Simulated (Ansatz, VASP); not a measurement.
# Co in VASP and in Ansatz

The input POSCAR:

```
Co
1.0
    3.2321793139      0.0000000000      0.0000000000
   -1.6160896570      2.7991493955      0.0000000000
    0.0000000000      0.0000000000      3.6670156285
Co
3
Direct
    0.2254000000      0.0000000000      0.3333333333
    0.0000000000      0.2254000000      0.6666666667
    0.7746000000      0.7746000000      0.0000000000
```

INCAR.step1

```
SYSTEM = Co
PREC = Accurate
ENCUT = 600
ISMEAR = 0
SIGMA = 0.1
LREAL = .False.
LASPH = .True.
NELM = 150
ISPIN = 2
MAGMOM = 0.99 0.99 0.99
LMAXMIX = 4
GGA = PE
ALGO = Normal
EDIFF = 1E-4
LWAVE = .True.
LCHARG = .False.
```

File INCAR.step2:

```
SYSTEM = Co
PREC = Accurate
ENCUT = 600
EDIFF = 1E-6
ISMEAR = 0
SIGMA = 0.1
LREAL = .False.
LASPH = .True.
NELM = 150
ALGO = Normal
ISIF = 3
LWAVE = .False.
LCHARG = .False.
ISPIN = 2
MAGMOM = 0.99 0.99 0.99
LORBIT = 11
LMAXMIX = 4
METAGGA = R2SCAN
LMIXTAU = .True.
IBRION = 2
NSW = 90
EDIFFG = -0.04
ISTART = 1
```

KPOINTS

```
regular mesh
0
Gamma
  6 6 6
  0 0 0
```

Input for Ansatz:

```yaml
crystal:
  lattice:
    - [3.2321793139, 0.0, 0.0]
    - [-1.616089657, 2.7991493955, 0.0]
    - [0.0, 0.0, 3.6670156285]
  atoms:
    - { symbol: Co, position: [0.2254, 0.0, 0.3333333333], spin: 0.99 }
    - { symbol: Co, position: [0.0, 0.2254, 0.6666666667], spin: 0.99 }
    - { symbol: Co, position: [0.7746, 0.7746, 0.0], spin: 0.99 }
basis:
  ecutwfc: 500
kpoints:
  mp_grid: { grid: [6, 6, 6] }
hamiltonian:
  xc: r2scan
scf:
  occupations: { method: gaussian, width: 0.1 }
  lower_state_search: "off"
output:
  forces: true
  stress: true
  eigenvalues: true
  populations: true
magnetization:
  spin_polarized: true
relax:
  adjacent_minimum: "off"
  f_tol: 0.04
  max_steps: 70
  cell: { stress_tol: 0.4 }
```

Alike in both runs: task relaxation of cell and atoms; functional r2SCAN; k mesh 6 × 6 × 6; occupations gaussian, width 0.1 eV; collinear spin.

```csv
,VASP,Ansatz
version,VASP 6.6.1,Ansatz 0.2.0
potentials or method,"VASP PAW PBE potentials, release 64 (Co), cutoff 600 eV","scalar-relativistic, plane waves, PAW"
valence electrons in the cell,27,51
```

|  | VASP | Ansatz | Ansatz less VASP |
| --- | --- | --- | --- |
| gap on the k mesh at the Fermi level, each at its own relaxed structure (eV) | none | none | - |
| net moment per atom (μB) | 0.00 | 1.83 | +1.830 |
| size of the moment on the site where the two differ most (μB) | 0.00 | 1.96 | +1.958 |
| relaxed volume (Å³/atom) | 11.39 | 10.91 | -0.480 |
| relaxed length of the cell vector where the two differ most in proportion (Å) | 4.042 | 2.412 | -1.6294 |

The net moments are unlike, so the other rows may belong to different states. VASP's potentials were made for PBE, not for r2SCAN. Site moments also hang on the region over which each program counts them. A gap of «none» marks a metal or a gap that the smearing closes. VASP's potentials hold 27 valence electrons a cell and Ansatz's 51, so a difference there can come from the potentials and not from the codes.

The k mesh is coarse, so the values compare programs but aren't converged.
